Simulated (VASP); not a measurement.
# CdS in VASP: notebook

CdS is run at these levels: r2SCAN, PBE; tasks: single point.

Program: VASP 6.6.1. These are calculated values, not measurements. Logs are shortened: lines on timing, memory, paths and dates and some standing lists are left out, and cuts for length are marked.

## (1) The cell of the first run

Symmetry: I-4m2, No. 119, tetragonal system. Conventional cell: a = 4.157 Å, b = 4.157 Å, c = 6.025 Å, α = 90.00°, β = 90.00°, γ = 90.00°. Within 3.4 Å of Cd (site symmetry -4m2) lie 4 S at 2.57 Å. S (site symmetry -4m2) has 4 Cd at 2.57 Å within 3.4 Å.

## (2) Single point, r2SCAN (uniaxial z strain +2.5%)

Input file POSCAR:

```
CdS
1.0
    0.0000000000      2.9392148365      3.0126952074
    2.9392148365      0.0000000000      3.0126952074
    2.9392148365      2.9392148365      0.0000000000
Cd S
1 1
Direct
    0.0000000000      0.0000000000      0.0000000000
    0.2500000000      0.2500000000      0.2500000000
```

Input file INCAR.step1:

```
PREC = Accurate
ENCUT = 520
ISMEAR = 0
SIGMA = 0.01
LREAL = F
LASPH = T
NELM = 100
NBANDS = 16
GGA = PE
ALGO = Normal
EDIFF = 1E-4
LWAVE = T
LCHARG = F
```

Input file INCAR.step2:

```
PREC = Accurate
ENCUT = 520
EDIFF = 1E-6
ISMEAR = 0
SIGMA = 0.01
LREAL = F
LASPH = T
NELM = 100
ALGO = Normal
ISIF = 2
LWAVE = F
LCHARG = F
METAGGA = R2SCAN
LMIXTAU = T
NBANDS = 16
ISTART = 1
```

Input file KPOINTS:

```
Automatic mesh
0
Gamma
  8 8 8
```

Potentials or basis: VASP PAW PBE potentials, release 64 (Cd, S).

On the command line:

```bash
cat potpaw_PBE.64/Cd/POTCAR potpaw_PBE.64/S/POTCAR > POTCAR
cp INCAR.step1 INCAR
mpirun -np 1 vasp_std > vasp.out
cp INCAR.step2 INCAR
mpirun -np 1 vasp_std > vasp.out
```

OUTCAR:

```text
PREC = Accurate
   ENCUT = 520
   EDIFF = 1E-6
   ISMEAR = 0
   LREAL = F
   LASPH = T
   NELM = 100
   ISIF = 2
   METAGGA = R2SCAN
   ISTART = 1

 ion  position               nearest neighbor table
   1  0.000  0.000  0.000-   2 2.57   2 2.57   2 2.57   2 2.57
   2  0.250  0.250  0.250-   1 2.57   1 2.57   1 2.57   1 2.57

  LATTYP: Found a body centered tetragonal cell.
 ALAT       =     4.1566774845
 C/A-ratio  =     1.4495689014

  Lattice vectors:

 A1 = (  -2.9392148365,   0.0000000000,   3.0126952074)
 A2 = (   2.9392148365,   0.0000000000,   3.0126952074)
 A3 = (   0.0000000000,   2.9392148365,  -3.0126952074)

Analysis of symmetry for initial positions (statically):
=====================================================================
 Subroutine PRICEL returns:
 Original cell was already a primitive cell.

 Routine SETGRP: Setting up the symmetry group for a
 body centered tetragonal supercell.

 Subroutine GETGRP returns: Found  8 space group operations
 (whereof  8 operations were pure point group operations)
 out of a pool of 16 trial point group operations.

The static configuration has the point symmetry D_2d.

Analysis of symmetry for dynamics (positions and initial velocities):
=====================================================================
 Subroutine PRICEL returns:
 Original cell was already a primitive cell.

 Routine SETGRP: Setting up the symmetry group for a
 body centered tetragonal supercell.

 Subroutine GETGRP returns: Found  8 space group operations
 (whereof  8 operations were pure point group operations)
 out of a pool of 16 trial point group operations.

The dynamic configuration has the point symmetry D_2d.

 Subroutine INISYM returns: Found  8 space group operations
 (whereof  8 operations are pure point group operations),
 and found     1 'primitive' translations

----------------------------------------------------------------------------------------

                                     Primitive cell

  volume of cell :      52.0533

  direct lattice vectors                    reciprocal lattice vectors
     0.000000000  2.939214837  3.012695207    -0.170113458  0.170113458  0.165964349
     2.939214837  0.000000000  3.012695207     0.170113458 -0.170113458  0.165964349
     2.939214837  2.939214837  0.000000000     0.170113458  0.170113458 -0.165964349

  length of vectors
     4.208956672  4.208956672  4.156677485     0.292269298  0.292269298  0.292269298

  position of ions in fractional coordinates (direct lattice)
     0.000000000  0.000000000  0.000000000
     0.250000000  0.250000000  0.250000000

  ion indices of the primitive-cell ions
   primitive index   ion index
                 1           1
                 2           2

----------------------------------------------------------------------------------------

 KPOINTS: Automatic mesh

Automatic generation of k-mesh.
 Grid dimensions read from file:
 generate k-points for:    8    8    8

 Generating k-lattice:

  Cartesian coordinates                     Fractional coordinates (reciprocal lattice)
    -0.021264182  0.021264182  0.020745544     0.125000000 -0.000000000  0.000000000
     0.021264182 -0.021264182  0.020745544    -0.000000000  0.125000000  0.000000000
     0.021264182  0.021264182 -0.020745544     0.000000000  0.000000000  0.125000000

  Length of vectors
     0.036533662  0.036533662  0.036533662

  Shift w.r.t. Gamma in fractional coordinates (k-lattice)
     0.000000000  0.000000000  0.000000000

 Subroutine IBZKPT returns following result:
 ===========================================

 Found     59 irreducible k-points:

 Following reciprocal coordinates:
            Coordinates               Weight
  0.000000  0.000000  0.000000      1.000000
  0.125000  0.000000  0.000000      8.000000
  0.250000  0.000000  0.000000      8.000000
  0.375000  0.000000  0.000000      8.000000
  0.500000  0.000000  0.000000      4.000000
  0.125000  0.125000  0.000000      2.000000
[... 16 lines left out ...]
  0.250000  0.000000  0.125000     16.000000
  0.375000 -0.000000  0.125000     16.000000
 [... further k-points ...]
   k-points           NKPTS =     59   k-points in BZ     NKDIM =     59   number of bands    NBANDS=     16
   number of dos      NEDOS =    301   number of ions     NIONS =      2
   total plane-waves  NPLWV =  32768
   dimension x,y,z NGX =    32 NGY =   32 NGZ =   32
   dimension x,y,z NGXF=    64 NGYF=   64 NGZF=   64
   ions per type =               1   1
   NGX,Y,Z   is equivalent  to a cutoff of  12.64, 12.64, 12.80 a.u.
   NGXF,Y,Z  is equivalent  to a cutoff of  25.28, 25.28, 25.60 a.u.
 SYSTEM =  unknown system
   PREC   = accura    normal or accurate (medium, high low for compatibility)
   ISTART =      1    job   : 0-new  1-cont  2-samecut
   ICHARG =      0    charge: 1-file 2-atom 10-const
   ISPIN  =      1    spin polarized calculation?
   LNONCOLLINEAR =      F non collinear calculations
   LSORBIT =      F    spin-orbit coupling
   LASPH  =      T    aspherical Exc in radial PAW
   ENCUT  =  520.0 eV  38.22 Ry    6.18 a.u.   7.83  7.83  7.73*2*pi/ulx,y,z
   NELM   =    100;   NELMIN=  2; NELMDL=  0     # of ELM steps
   EDIFF  = 0.1E-05   stopping-criterion for ELM
   LREAL  =      F    real-space projection
   EDIFFG = 0.1E-04   stopping-criterion for IOM
   NSW    =      0    number of steps for IOM
   IBRION =     -1    ionic relax: 0-MD 1-quasi-New 2-CG
   NFREE  =      0    steps in history (QN), initial steepest desc. (CG)
   ISIF   =      2    stress and relaxation
   ISYM   =      2    0-nonsym 1-usesym 2-fastsym
   POTIM  = 0.5000    time-step for ionic-motion
   TEBEG  =    0.0;   TEEND  =   0.0 temperature during run
   PSTRESS=    0.0 pullay stress
   NELECT =      18.0000    total number of electrons
   NUPDOWN=      -1.0000    fix difference up-down
   EMIN   =  10.00;   EMAX   =-10.00  energy-range for DOS
   EFERMI =   0.00;   METHOD = LEGACY
   ISMEAR =     0;   SIGMA  =   0.01  broadening in eV -4-tet -1-fermi 0-gaus
   EFERMI_NEDOS =   21; number of points for ismear=-14 and -15
   IALGO  =     38    algorithm
   IMIX   =      4    mixing-type and parameters
     AMIX     =   0.40;   BMIX     =  1.00
     AMIX_MAG =   1.60;   BMIX_MAG =  1.00
  volume/ion in A,a.u.               =      26.03       175.64
  Fermi-wavevector in a.u.,A,eV,Ry     =   1.149079  2.171444 17.964881  1.320381
  Thomas-Fermi vector in A             =   2.285750
   LORBIT       =      0    0 simple, 1 ext, 2 COOP (PROOUT), +10 PAW based schemes
   METAGGA = R2SCAN    functional components
   LHFCALC =     F    Hartree Fock is set to
   AEXX    =    0.0000 exact exchange contribution
   IVDW    =     0    specifies the selected vdW correction
   LEPSILON=     F    determine dielectric tensor
   LRPA    =     F    only Hartree local field effects (RPA)
 non-spin polarized calculation
 Gauss-broadening in eV      SIGMA  =   0.01
  energy-cutoff  :      520.00
  volume of cell :       52.05
 maximum number of plane-waves:      1418
   NGX = 15   NGY = 15   NGZ = 15

 number of electron      18.0000000 magnetization

 Free energy of the ion-electron system (eV)
  ---------------------------------------------------
  ext. energy  EPLUGINS =         0.00000000
  ---------------------------------------------------
  free energy    TOTEN  =       -29.68118609 eV

  energy without entropy =      -29.68118609  energy(sigma->0) =      -29.68118609

 E-fermi :   0.7593     XC(G=0):  -9.4986

 val. band max:        0.6738227610   @ k =   0.0000   0.0000   0.0000
 cond. band min:       2.1274746849   @ k =   0.0000   0.0000   0.0000
 fundamental gap:      1.4536519239
 Fermi energy:         0.7593338554

 k-point     1 :       0.0000    0.0000    0.0000
  band No.  band energies     occupation
      1     -11.9332      2.00000
      2      -7.1671      2.00000
      3      -7.1522      2.00000
      4      -7.1522      2.00000
      5      -6.7147      2.00000
      6      -6.7086      2.00000
[... 8 lines left out ...]
     15      12.4444      0.00000
     16      12.7568      0.00000

 k-point     2 :       0.1250    0.0000    0.0000
  band No.  band energies     occupation
      1     -11.8768      2.00000
      2      -7.1426      2.00000
      3      -7.1313      2.00000
      4      -7.1005      2.00000
      5      -6.7144      2.00000
      6      -6.7101      2.00000
[... 8 lines left out ...]
     15      12.0942      0.00000
     16      12.9553      0.00000

 k-point     3 :       0.2500    0.0000    0.0000
  band No.  band energies     occupation
      1     -11.7403      2.00000
      2      -7.0973      2.00000
      3      -7.0855      2.00000
      4      -6.9118      2.00000
      5      -6.7078      2.00000
      6      -6.7064      2.00000
[... 8 lines left out ...]
     15      11.7854      0.00000
     16      12.2967      0.00000

 k-point     4 :       0.3750    0.0000    0.0000
  band No.  band energies     occupation
      1     -11.6038      2.00000
      2      -7.0626      2.00000
      3      -7.0485      2.00000
      4      -6.6939      2.00000
      5      -6.6877      2.00000
      6      -6.5842      2.00000
[... 8 lines left out ...]
     15      12.6033      0.00000
     16      12.6738      0.00000

 k-point     5 :       0.5000    0.0000    0.0000
  band No.  band energies     occupation
      1     -11.5477      2.00000
      2      -7.0518      2.00000
      3      -7.0366      2.00000
      4      -6.6840      2.00000
      5      -6.6736      2.00000
      6      -6.3674      2.00000
[... 8 lines left out ...]
     15      13.6475      0.00000
     16      13.7791      0.00000

 k-point     6 :       0.1250    0.1250    0.0000
  band No.  band energies     occupation
      1     -11.8601      2.00000
      2      -7.1185      2.00000
      3      -7.1115      2.00000
      4      -7.1115      2.00000
      5      -6.7291      2.00000
      6      -6.6983      2.00000
[... 8 lines left out ...]
     15      12.8603      0.00000
     16      13.5002      0.00000

 k-point     7 :       0.2500    0.1250    0.0000
  band No.  band energies     occupation
      1     -11.7518      2.00000
      2      -7.0887      2.00000
      3      -7.0630      2.00000
      4      -6.9732      2.00000
      5      -6.7321      2.00000
      6      -6.6892      2.00000
[... 8 lines left out ...]
     15      12.6680      0.00000
     16      13.7287      0.00000

 k-point     8 :       0.3750    0.1250    0.0000
  band No.  band energies     occupation
      1     -11.6158      2.00000
      2      -7.0552      2.00000
      3      -7.0210      2.00000
      4      -6.7617      2.00000
      5      -6.6795      2.00000
      6      -6.6380      2.00000
[... 8 lines left out ...]
     15      13.1214      0.00000
     16      13.1222      0.00000

 k-point     9 :       0.5000    0.1250    0.0000
  band No.  band energies     occupation
      1     -11.5323      2.00000
      2      -7.0380      2.00000
      3      -7.0068      2.00000
      4      -6.7062      2.00000
      5      -6.6805      2.00000
      6      -6.3616      2.00000
[... 8 lines left out ...]
     15      13.3880      0.00000
     16      13.7022      0.00000
[... 172 lines left out ...]
 k-point    19 :       0.5000    0.3750    0.0000
  band No.  band energies     occupation
      1     -11.4540      2.00000
      2      -6.9361      2.00000
      3      -6.8642      2.00000
      4      -6.8357      2.00000
      5      -6.6500      2.00000
      6      -6.3379      2.00000
[... 8 lines left out ...]
     15      13.9420      0.00000
     16      14.7958      0.00000

 k-point    20 :      -0.3750    0.3750    0.0000
  band No.  band energies     occupation
      1     -11.4445      2.00000
      2      -6.9654      2.00000
      3      -6.8868      2.00000
      4      -6.7827      2.00000
      5      -6.6751      2.00000
      6      -6.2083      2.00000
[... 8 lines left out ...]
     15      13.2143      0.00000
     16      15.3232      0.00000

 k-point    21 :       0.5000    0.5000    0.0000
  band No.  band energies     occupation
      1     -11.4369      2.00000
      2      -6.9244      2.00000
      3      -6.8375      2.00000
      4      -6.8375      2.00000
      5      -6.6381      2.00000
      6      -6.3349      2.00000
[... 8 lines left out ...]
     15      13.6574      0.00000
     16      14.6935      0.00000

 k-point    22 :       0.1250    0.0000    0.1250
  band No.  band energies     occupation
      1     -11.8573      2.00000
      2      -7.1263      2.00000
      3      -7.1114      2.00000
      4      -7.1051      2.00000
      5      -6.7231      2.00000
      6      -6.7014      2.00000
[... 8 lines left out ...]
     15      12.5793      0.00000
     16      13.6111      0.00000

 k-point    23 :       0.2500    0.0000    0.1250
  band No.  band energies     occupation
      1     -11.7472      2.00000
      2      -7.0883      2.00000
      3      -7.0684      2.00000
      4      -6.9723      2.00000
      5      -6.7238      2.00000
      6      -6.6891      2.00000
[... 8 lines left out ...]
     15      12.4997      0.00000
     16      13.6779      0.00000

 k-point    24 :       0.3750   -0.0000    0.1250
  band No.  band energies     occupation
      1     -11.6115      2.00000
      2      -7.0511      2.00000
      3      -7.0277      2.00000
      4      -6.7775      2.00000
      5      -6.6768      2.00000
      6      -6.6152      2.00000
[... 8 lines left out ...]
     15      13.0320      0.00000
     16      13.2707      0.00000

 [... further k-points ...]

------------------------ aborting loop because EDIFF is reached ----------------------------------------

  FORCE on cell =-STRESS in cart. coord.  units (eV):
  Direction    XX          YY          ZZ          XY          YZ          ZX
  --------------------------------------------------------------------------------------
  -------------------------------------------------------------------------------------
  Total       -0.3250005     -0.3250005     -0.4930607      0.0000000      0.0000000      0.0000000
  in kB      -10.0033801    -10.0033801    -15.1762032      0.0000000      0.0000000      0.0000000
  external PRESSURE =     -11.7276545 kB  Pullay stress =       0.0000000 kB

 VOLUME and BASIS-vectors are now :
 -----------------------------------------------------------------------------
  energy-cutoff  :      520.00
  volume of cell :       52.05
      direct lattice vectors                 reciprocal lattice vectors
     0.000000000  2.939214837  3.012695207    -0.170113458  0.170113458  0.165964349
     2.939214837  0.000000000  3.012695207     0.170113458 -0.170113458  0.165964349
     2.939214837  2.939214837  0.000000000     0.170113458  0.170113458 -0.165964349

 POSITION                                       TOTAL-FORCE (eV/Angst)
 -----------------------------------------------------------------------------------
      0.00000      0.00000      0.00000         0.000000      0.000000      0.000000
      1.46961      1.46961      1.50635        -0.000000     -0.000000     -0.000000
 -----------------------------------------------------------------------------------
    total drift:                               -0.000002     -0.000002     -0.000007

  FREE ENERGIE OF THE ION-ELECTRON SYSTEM (eV)
  ---------------------------------------------------
  free  energy   TOTEN  =       -29.6811860907 eV

  energy  without entropy=      -29.6811860907  energy(sigma->0) =      -29.68118609
```

Wall time 64 s (1 thread of Intel Xeon Platinum 8559C (Emerald Rapids), shared host); peak memory 0.21 GiB.

What came out:

```yaml
Free_energy: -29.6812 eV
Pressure: -1.2 GPa
Band_gap_on_the_k_mesh: 1.45 eV, direct
```

Levels at points of the mesh, in eV from the valence-band top:
```
           k point  band 6  band 7  band 8  band 9  band 10  band 11  band 12  band 13
(0.00, 0.00, 0.00)   -7.38   -0.08    0.00    0.00     1.45     7.06     7.06     7.06
(0.50, 0.00, 0.00)   -7.04   -4.20   -0.77   -0.67     3.37     7.36     7.55     7.72
(0.50, 0.50, 0.00)   -7.01   -3.88   -1.72   -1.72     3.95     4.81     9.38    11.26
(0.50, 0.00, 0.50)   -6.96   -3.74   -1.83   -1.79     3.86     4.60     9.63    11.04
```

Caveat: the cell differs from its parent crystal (uniaxial z strain +2.5%); the PAW data sets were made with another functional, which shifts forces and pressure a little.

## (3) Single point, PBE

This run uses another cell than the first one, of 25.39 Å³/atom, 0.976 times its volume.

Input file INCAR:

```
SYSTEM = CdS
  PREC = Accurate
  ENCUT = 520
  EDIFF = 1E-6
  ISMEAR = 0
  SIGMA = 0.01
  LREAL = .FALSE.
  LASPH = .TRUE.
  NELM = 80
  ALGO = Normal
  ISIF = 2
  LWAVE = .FALSE.
  LCHARG = .TRUE.
  GGA = PE
  LELF = .TRUE.
  LVHAR = .TRUE.
  NBANDS = 16
```

Input file KPOINTS:

```
regular mesh
0
G
  4 4 4
  0 0 0
```

Input file POSCAR:

```
CdS
1.0
    0.0000000000      2.9392148365      2.9392148365
    2.9392148365      0.0000000000      2.9392148365
    2.9392148365      2.9392148365      0.0000000000
Cd S
1 1
Direct
    0.0000000000      0.0000000000      0.0000000000
    0.2500000000      0.2500000000      0.2500000000
```

Potentials or basis: VASP PAW PBE potentials, release 64 (Cd, S).

On the command line:

```bash
cat potpaw_PBE.64/Cd/POTCAR potpaw_PBE.64/S/POTCAR > POTCAR
mpirun -np 1 vasp_std > vasp.out
```

It took 12 s on 1 thread of Intel Xeon 6975P-C, shared host; peak memory 0.17 GiB.

Results (log left out):

* Free energy: -6.1070 eV
* Pressure: 1.9 GPa
* Band gap on the k mesh: 1.09 eV, direct

Levels at points of the mesh, in eV from the valence-band top:
| k point | band 7 | band 8 | band 9 | band 10 | band 11 | band 12 |
| --- | --- | --- | --- | --- | --- | --- |
| (0.00, 0.00, 0.00) | 0.00 | 0.00 | 0.00 | 1.09 | 6.53 | 6.53 |
| (0.50, 0.00, 0.00) | -4.27 | -0.72 | -0.72 | 2.97 | 6.99 | 6.99 |
| (0.50, 0.50, 0.00) | -3.86 | -1.80 | -1.80 | 3.58 | 4.31 | 9.13 |

Caveat: the k points lie up to 0.46 Å⁻¹ apart. PBE gaps usually lie below the measured ones, often by a third to a half.

(Continued in part 2 of 2.)
